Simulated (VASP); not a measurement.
A run of VASP 6.6.1 is set up as follows.

The input INCAR:

```
ALGO     = Normal         # electronic algorithm
EDIFF    = 1E-6           # SCF threshold, eV
ENCUT    = 520            # plane-wave cutoff, eV
GGA      = PE             # functional
ISIF     = 2              # what is computed and relaxed
ISMEAR   = -1             # smearing method
ISPIN    = 2              # spin polarisation
LASPH    = T              # aspherical terms in the spheres
LCHARG   = F              # write CHGCAR
LMAXMIX  = 6              # l up to which the mixer works
LORBIT   = 11             # projections on sites
LREAL    = F              # projectors in reciprocal space
LWAVE    = F              # write WAVECAR
MAGMOM   = 0 0 5          # initial moments
NBANDS   = 30             # bands
NELM     = 150            # most SCF steps
NUPDOWN  = 5.0            # fixed moment
PREC     = Accurate       # precision mode
SIGMA    = 0.05           # smearing width, eV
```

Contents of KPOINTS:

```
k-points
0
Gamma
  6 6 6
```

The input POSCAR:

```
LaMnIn
1.0
    4.5933407550      0.0000000000      0.0000000000
   -2.2966703775      3.9779497821      0.0000000000
    0.0000000000      0.0000000000      4.0965590000
La In Mn
1 1 1
Direct
    0.0000000000      0.0000000000      0.0000000000
    0.3333333333      0.6666666667      0.5000000000
    0.6666666667      0.3333333333      0.5000000000
```

Potentials or basis: VASP PAW PBE potentials, release 64 (La, In_d, Mn_pv).

Run with:

```bash
$ cat potpaw_PBE.64/La/POTCAR potpaw_PBE.64/In_d/POTCAR potpaw_PBE.64/Mn_pv/POTCAR > POTCAR
$ mpirun -np 1 vasp_std > vasp.out
```

(1) Predict the pressure.

Answers

(1) 7.0 GPa.

Caveat: the cell stands under pressure; the total moment is fixed, so each spin has its own Fermi level.
